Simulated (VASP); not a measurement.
Here is a VASP 6.6.1 calculation.

INCAR

```
SYSTEM = HfC
PREC     = Accurate       ! precision mode
ENCUT    = 520            ! plane-wave cutoff, eV
EDIFF    = 1E-6           ! SCF threshold, eV
ISMEAR   = -1             ! smearing method
SIGMA    = 0.05           ! smearing width, eV
LREAL    = .False.        ! projectors in reciprocal space
LASPH    = .True.         ! aspherical terms in the spheres
NELM     = 100            ! most SCF steps
ALGO     = Normal         ! electronic algorithm
ISIF     = 2              ! what is computed and relaxed
LWAVE    = .False.        ! write WAVECAR
LCHARG   = .False.        ! write CHGCAR
GGA      = PE             ! functional
IBRION   = 2              ! ionic algorithm
NSW      = 50             ! ionic steps
EDIFFG   = -0.01          ! ionic threshold
```

The input KPOINTS:

```
regular mesh
0
Gamma
  13 13 13
  0 0 0
```

Contents of POSCAR:

```
HfC
1.0
    0.0000000000      1.9543505901      1.9543505901
    1.9543505901      0.0000000000      1.9543505901
    1.9543505901      1.9543505901      0.0000000000
Hf C
1 1
Direct
    0.0000000000      0.0000000000      0.0000000000
    0.5000000000      0.5000000000      0.5000000000
```

Potentials or basis: VASP PAW PBE potentials, release 64 (Hf_pv, C).

Launch:

```sh
$ cat potpaw_PBE.64/Hf_pv/POTCAR potpaw_PBE.64/C/POTCAR > POTCAR
$ mpirun -np 1 vasp_std > vasp.out
```

**Question.** Estimate the band gap on the k mesh.

**Answer.** Zero (band 7 reaches 11.91 eV, above the bottom of band 8 at 10.38 eV).

Final structure:
```cif
data_structure
_symmetry_space_group_name_H-M 'P 1'
_symmetry_Int_Tables_number 1
_cell_length_a 2.7639
_cell_length_b 2.7639
_cell_length_c 2.7639
_cell_angle_alpha 60.000
_cell_angle_beta 60.000
_cell_angle_gamma 60.000
_cell_volume 14.93
loop_
_atom_site_label
_atom_site_type_symbol
_atom_site_fract_x
_atom_site_fract_y
_atom_site_fract_z
_atom_site_occupancy
Hf1 Hf 0.00000 0.00000 0.00000 1
C1 C 0.50000 0.50000 0.50000 1
```

Caveat: the relaxation stopped at its first step, so nothing moved; spin-orbit coupling is left out, which moves the levels of the heavy elements.
